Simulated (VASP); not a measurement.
# HgTe (I-4m2) in VASP: notebook

The runs below take HgTe through single point, with PBE.

Everything below comes from runs of VASP 6.6.1. Logs are shortened: lines on timing, memory, paths and dates and some standing lists are left out, and cuts for length are marked.

**1. The cell of the first run**

It takes space group I-4m2 (No. 119, tetragonal). The conventional cell has a = 4.468 Å, b = 4.468 Å, c = 6.447 Å, α = 90.00°, β = 90.00°, γ = 90.00°. Within 3.6 Å of Hg (site symmetry -4m2) lie 4 Te at 2.75 Å. Te (site symmetry -4m2) has 4 Hg at 2.75 Å within 3.6 Å.

**2. Single point, PBE (equal xx and yy strain of -2 %)**

File INCAR:

```
ALGO = Normal
EDIFF = 1E-7
ENCUT = 520
GGA = PE
ISIF = 2
ISMEAR = -1
LASPH = True
LCHARG = False
LREAL = False
LWAVE = False
NBANDS = 16
NELM = 100
PREC = Accurate
SIGMA = 0.03
```

File KPOINTS:

```
k-points
0
Gamma
  11 11 11
```

File POSCAR:

```
HgTe
1.0
    0.0000000000      3.1590300000      3.2235000000
    3.1590300000      0.0000000000      3.2235000000
    3.1590300000      3.1590300000      0.0000000000
Hg Te
1 1
Direct
    0.0000000000      0.0000000000      0.0000000000
    0.7500000000      0.7500000000      0.7500000000
```

Potentials or basis: VASP PAW PBE potentials, release 64 (Hg, Te).

On the command line:

```console
$ cat potpaw_PBE.64/Hg/POTCAR potpaw_PBE.64/Te/POTCAR > POTCAR
$ mpirun -np 1 vasp_std > vasp.out
```

OUTCAR:

```text
EDIFF = 1E-7
   ENCUT = 520
   GGA = PE
   ISIF = 2
   ISMEAR = -1
   LASPH = True
   LREAL = False
   NELM = 100
   PREC = Accurate

 ion  position               nearest neighbor table
   1  0.000  0.000  0.000-   2 2.75   2 2.75   2 2.75   2 2.75
   2  0.750  0.750  0.750-   1 2.75   1 2.75   1 2.75   1 2.75

  LATTYP: Found a body centered tetragonal cell.
 ALAT       =     4.4675430699
 C/A-ratio  =     1.4430750636

  Lattice vectors:

 A1 = (  -3.1590300000,   0.0000000000,   3.2235000000)
 A2 = (   3.1590300000,   0.0000000000,   3.2235000000)
 A3 = (   0.0000000000,   3.1590300000,  -3.2235000000)

Analysis of symmetry for initial positions (statically):
=====================================================================
 Subroutine PRICEL returns:
 Original cell was already a primitive cell.

 Routine SETGRP: Setting up the symmetry group for a
 body centered tetragonal supercell.

 Subroutine GETGRP returns: Found  8 space group operations
 (whereof  8 operations were pure point group operations)
 out of a pool of 16 trial point group operations.

The static configuration has the point symmetry D_2d.

Analysis of symmetry for dynamics (positions and initial velocities):
=====================================================================
 Subroutine PRICEL returns:
 Original cell was already a primitive cell.

 Routine SETGRP: Setting up the symmetry group for a
 body centered tetragonal supercell.

 Subroutine GETGRP returns: Found  8 space group operations
 (whereof  8 operations were pure point group operations)
 out of a pool of 16 trial point group operations.

The dynamic configuration has the point symmetry D_2d.

 Subroutine INISYM returns: Found  8 space group operations
 (whereof  8 operations are pure point group operations),
 and found     1 'primitive' translations

----------------------------------------------------------------------------------------

                                     Primitive cell

  volume of cell :      64.3376

  direct lattice vectors                    reciprocal lattice vectors
     0.000000000  3.159030000  3.223500000    -0.158276433  0.158276433  0.155110904
     3.159030000  0.000000000  3.223500000     0.158276433 -0.158276433  0.155110904
     3.159030000  3.159030000  0.000000000     0.158276433  0.158276433 -0.155110904

  length of vectors
     4.513360477  4.513360477  4.467543070     0.272327470  0.272327470  0.272327470

  position of ions in fractional coordinates (direct lattice)
     0.000000000  0.000000000  0.000000000
     0.750000000  0.750000000  0.750000000

  ion indices of the primitive-cell ions
   primitive index   ion index
                 1           1
                 2           2

----------------------------------------------------------------------------------------

 KPOINTS: k-points

Automatic generation of k-mesh.
 Grid dimensions read from file:
 generate k-points for:   11   11   11

 Generating k-lattice:

  Cartesian coordinates                     Fractional coordinates (reciprocal lattice)
    -0.014388767  0.014388767  0.014100991     0.090909091  0.000000000  0.000000000
     0.014388767 -0.014388767  0.014100991     0.000000000  0.090909091  0.000000000
     0.014388767  0.014388767 -0.014100991     0.000000000  0.000000000  0.090909091

  Length of vectors
     0.024757043  0.024757043  0.024757043

  Shift w.r.t. Gamma in fractional coordinates (k-lattice)
     0.000000000  0.000000000  0.000000000

 Subroutine IBZKPT returns following result:
 ===========================================

 Found    126 irreducible k-points:

 Following reciprocal coordinates:
            Coordinates               Weight
  0.000000  0.000000  0.000000      1.000000
  0.090909 -0.000000  0.000000      8.000000
  0.181818  0.000000  0.000000      8.000000
  0.272727  0.000000  0.000000      8.000000
  0.363636 -0.000000  0.000000      8.000000
  0.454545  0.000000  0.000000      8.000000
[... 16 lines left out ...]
 -0.272727  0.181818  0.000000      8.000000
 -0.181818  0.181818  0.000000      4.000000
 [... further k-points ...]
   k-points           NKPTS =    126   k-points in BZ     NKDIM =    126   number of bands    NBANDS=     16
   number of dos      NEDOS =    301   number of ions     NIONS =      2
   total plane-waves  NPLWV =  46656
   dimension x,y,z NGX =    36 NGY =   36 NGZ =   36
   dimension x,y,z NGXF=    72 NGYF=   72 NGZF=   72
   ions per type =               1   1
   NGX,Y,Z   is equivalent  to a cutoff of  13.26, 13.26, 13.40 a.u.
   NGXF,Y,Z  is equivalent  to a cutoff of  26.52, 26.52, 26.79 a.u.
 SYSTEM =  unknown system
   PREC   = accura    normal or accurate (medium, high low for compatibility)
   ISTART =      0    job   : 0-new  1-cont  2-samecut
   ICHARG =      2    charge: 1-file 2-atom 10-const
   ISPIN  =      1    spin polarized calculation?
   LNONCOLLINEAR =      F non collinear calculations
   LSORBIT =      F    spin-orbit coupling
   LASPH  =      T    aspherical Exc in radial PAW
   ENCUT  =  520.0 eV  38.22 Ry    6.18 a.u.   8.39  8.39  8.31*2*pi/ulx,y,z
   NELM   =    100;   NELMIN=  2; NELMDL= -5     # of ELM steps
   EDIFF  = 0.1E-06   stopping-criterion for ELM
   LREAL  =      F    real-space projection
   EDIFFG = 0.1E-05   stopping-criterion for IOM
   NSW    =      0    number of steps for IOM
   IBRION =     -1    ionic relax: 0-MD 1-quasi-New 2-CG
   NFREE  =      0    steps in history (QN), initial steepest desc. (CG)
   ISIF   =      2    stress and relaxation
   ISYM   =      2    0-nonsym 1-usesym 2-fastsym
   POTIM  = 0.5000    time-step for ionic-motion
   TEBEG  =    0.0;   TEEND  =   0.0 temperature during run
   PSTRESS=    0.0 pullay stress
   NELECT =      18.0000    total number of electrons
   NUPDOWN=      -1.0000    fix difference up-down
   EMIN   =  10.00;   EMAX   =-10.00  energy-range for DOS
   EFERMI =   0.00;   METHOD = LEGACY
   ISMEAR =    -1;   SIGMA  =   0.03  broadening in eV -4-tet -1-fermi 0-gaus
   EFERMI_NEDOS =   21; number of points for ismear=-14 and -15
   IALGO  =     38    algorithm
   IMIX   =      4    mixing-type and parameters
     AMIX     =   0.40;   BMIX     =  1.00
     AMIX_MAG =   1.60;   BMIX_MAG =  1.00
  volume/ion in A,a.u.               =      32.17       217.09
  Fermi-wavevector in a.u.,A,eV,Ry     =   1.070723  2.023374 15.598379  1.146449
  Thomas-Fermi vector in A             =   2.206442
   LORBIT       =      0    0 simple, 1 ext, 2 COOP (PROOUT), +10 PAW based schemes
   GGA     = PE    functional components
   LHFCALC =     F    Hartree Fock is set to
   AEXX    =    0.0000 exact exchange contribution
   IVDW    =     0    specifies the selected vdW correction
   LEPSILON=     F    determine dielectric tensor
   LRPA    =     F    only Hartree local field effects (RPA)
 non-spin polarized calculation
  energy-cutoff  :      520.00
  volume of cell :       64.34
 maximum number of plane-waves:      1757
 NGX is ok and might be reduce to    36
   NGX = 17   NGY = 17   NGZ = 17

 number of electron      17.9999998 magnetization

 Free energy of the ion-electron system (eV)
  ---------------------------------------------------
  ext. energy  EPLUGINS =         0.00000000
  ---------------------------------------------------
  free energy    TOTEN  =        -3.48324762 eV

  energy without entropy =       -3.48313012  energy(sigma->0) =       -3.48318887

 E-fermi :   3.6669     XC(G=0):  -8.9670

 val. band max:        3.6519762489   @ k =   0.0000   0.0000   0.0000
 cond. band min:       4.1749526428   @ k =   0.0909  -0.0000   0.0000
 fundamental gap:      0.5229763938
 Fermi energy:         3.6668530576

 k-point     1 :       0.0000    0.0000    0.0000
  band No.  band energies     occupation
      1      -8.7235      2.00000
      2      -4.0280      2.00000
      3      -4.0225      2.00000
      4      -4.0225      2.00000
      5      -3.4425      2.00000
      6      -3.4260      2.00000
[... 8 lines left out ...]
     15      13.0977      0.00000
     16      13.2979      0.00000

 k-point     2 :       0.0909   -0.0000    0.0000
  band No.  band energies     occupation
      1      -8.6778      2.00000
      2      -4.0159      2.00000
      3      -4.0093      2.00000
      4      -4.0083      2.00000
      5      -3.4436      2.00000
      6      -3.4281      2.00000
[... 8 lines left out ...]
     15      12.4577      0.00000
     16      12.6744      0.00000

 k-point     3 :       0.1818    0.0000    0.0000
  band No.  band energies     occupation
      1      -8.5514      2.00000
      2      -3.9816      2.00000
      3      -3.9751      2.00000
      4      -3.9550      2.00000
      5      -3.4442      2.00000
      6      -3.4315      2.00000
[... 8 lines left out ...]
     15      12.0908      0.00000
     16      12.2084      0.00000

 k-point     4 :       0.2727    0.0000    0.0000
  band No.  band energies     occupation
      1      -8.3776      2.00000
      2      -3.9418      2.00000
      3      -3.9339      2.00000
      4      -3.8216      2.00000
      5      -3.4381      2.00000
      6      -3.4303      2.00000
[... 8 lines left out ...]
     15      12.1859      0.00000
     16      12.2187      0.00000
[... 324 lines left out ...]
 k-point    22 :      -0.3636    0.1818    0.0000
  band No.  band energies     occupation
      1      -8.0453      2.00000
      2      -3.8673      2.00000
      3      -3.8352      2.00000
      4      -3.4732      2.00000
      5      -3.4351      2.00000
      6      -3.2020      2.00000
[... 8 lines left out ...]
     15      12.4656      0.00000
     16      13.5030      0.00000

 k-point    23 :      -0.2727    0.1818    0.0000
  band No.  band energies     occupation
      1      -8.1607      2.00000
      2      -3.8786      2.00000
      3      -3.8731      2.00000
      4      -3.6305      2.00000
      5      -3.4529      2.00000
      6      -3.3593      2.00000
[... 8 lines left out ...]
     15      12.8570      0.00000
     16      14.1006      0.00000

 k-point    24 :      -0.1818    0.1818    0.0000
  band No.  band energies     occupation
      1      -8.3164      2.00000
      2      -3.9197      2.00000
      3      -3.9109      2.00000
      4      -3.8084      2.00000
      5      -3.4561      2.00000
      6      -3.4006      2.00000
[... 8 lines left out ...]
     15      12.8410      0.00000
     16      13.0583      0.00000

 [... further k-points ...]
[... 5 lines left out ...]
  --------------------------------------------------------------------------------------
  -------------------------------------------------------------------------------------
  Total        2.6618199      2.6618199      2.5765354      0.0000000     -0.0000000      0.0000000
  in kB       66.2863452     66.2863452     64.1625357      0.0000000     -0.0000000      0.0000000
  external PRESSURE =      65.5784087 kB  Pullay stress =       0.0000000 kB

 VOLUME and BASIS-vectors are now :
 -----------------------------------------------------------------------------
  energy-cutoff  :      520.00
  volume of cell :       64.34
      direct lattice vectors                 reciprocal lattice vectors
     0.000000000  3.159030000  3.223500000    -0.158276433  0.158276433  0.155110904
     3.159030000  0.000000000  3.223500000     0.158276433 -0.158276433  0.155110904
     3.159030000  3.159030000  0.000000000     0.158276433  0.158276433 -0.155110904

 POSITION                                       TOTAL-FORCE (eV/Angst)
 -----------------------------------------------------------------------------------
      0.00000      0.00000      0.00000        -0.000000     -0.000000      0.000000
      4.73855      4.73855      4.83525         0.000000      0.000000     -0.000000
 -----------------------------------------------------------------------------------
    total drift:                               -0.000000     -0.000000      0.000000

  FREE ENERGIE OF THE ION-ELECTRON SYSTEM (eV)
  ---------------------------------------------------
  free  energy   TOTEN  =        -3.4832476244 eV

  energy  without entropy=       -3.4831301159  energy(sigma->0) =       -3.48318887
```

It took 52 s on 1 thread of Intel Xeon 6975P-C (Granite Rapids), shared host; peak memory 0.29 GiB.

Results:

```
Free energy            : -3.4832 eV
Pressure               : 6.6 GPa
Band gap on the k mesh : zero (filled and empty bands touch)
```

Stress tensor (GPa, compression positive):
```
6.63 0.00 0.00
0.00 6.63 0.00
0.00 0.00 6.42
```

Caveat: the cell differs from its parent crystal (equal xx and yy strain of -2 %); spin-orbit coupling is left out, which moves the levels of the heavy elements.

**3. Single point, PBE (equal xx and yy strain of -1 %)**

File INCAR:

```
SYSTEM = HgTe
  PREC = Accurate
  ENCUT = 520
  EDIFF = 1E-6
  ISMEAR = -1
  SIGMA = 0.03
  LREAL = .FALSE.
  LASPH = .TRUE.
  NELM = 100
  ALGO = Normal
  ISIF = 2
  LWAVE = .FALSE.
  LCHARG = .TRUE.
  GGA = PE
  LELF = .TRUE.
  LVHAR = .TRUE.
  NBANDS = 16
```

File KPOINTS:

```
Automatic mesh
0
G
  11 11 11
  0 0 0
```

File POSCAR:

```
HgTe
1.0
    0.0000000000      3.1912650000      3.2235000000
    3.1912650000      0.0000000000      3.2235000000
    3.1912650000      3.1912650000      0.0000000000
Hg Te
1 1
Direct
    0.0000000000      0.0000000000      0.0000000000
    0.7500000000      0.7500000000      0.7500000000
```

Potentials or basis: VASP PAW PBE potentials, release 64 (Hg, Te).

On the command line:

```console
$ cat potpaw_PBE.64/Hg/POTCAR potpaw_PBE.64/Te/POTCAR > POTCAR
$ mpirun -np 1 vasp_std > vasp.out
```

Run time: 48 s. Hardware: 1 thread of Intel Xeon Platinum 8481C at 2.70GHz (Sapphire Rapids), shared host; peak memory 0.3 GiB.

It converged, with:

```
Free energy            : -3.5327 eV
Pressure               : 5.3 GPa
Band gap on the k mesh : zero (filled and empty bands touch)
```

Stress tensor (GPa, compression positive):
```
5.32 0.00 0.00
0.00 5.32 0.00
0.00 0.00 5.21
```

Levels at points of the mesh, in eV from the Fermi level:
```tsv
k point	band 7	band 8	band 9	band 10	band 11	band 12
(0.00, 0.00, 0.00)	-0.69	-0.06	-0.02	-0.02	4.14	4.14
```

Caveat: the cell differs from its parent crystal (equal xx and yy strain of -1 %); spin-orbit coupling is left out, which moves the levels of the heavy elements.
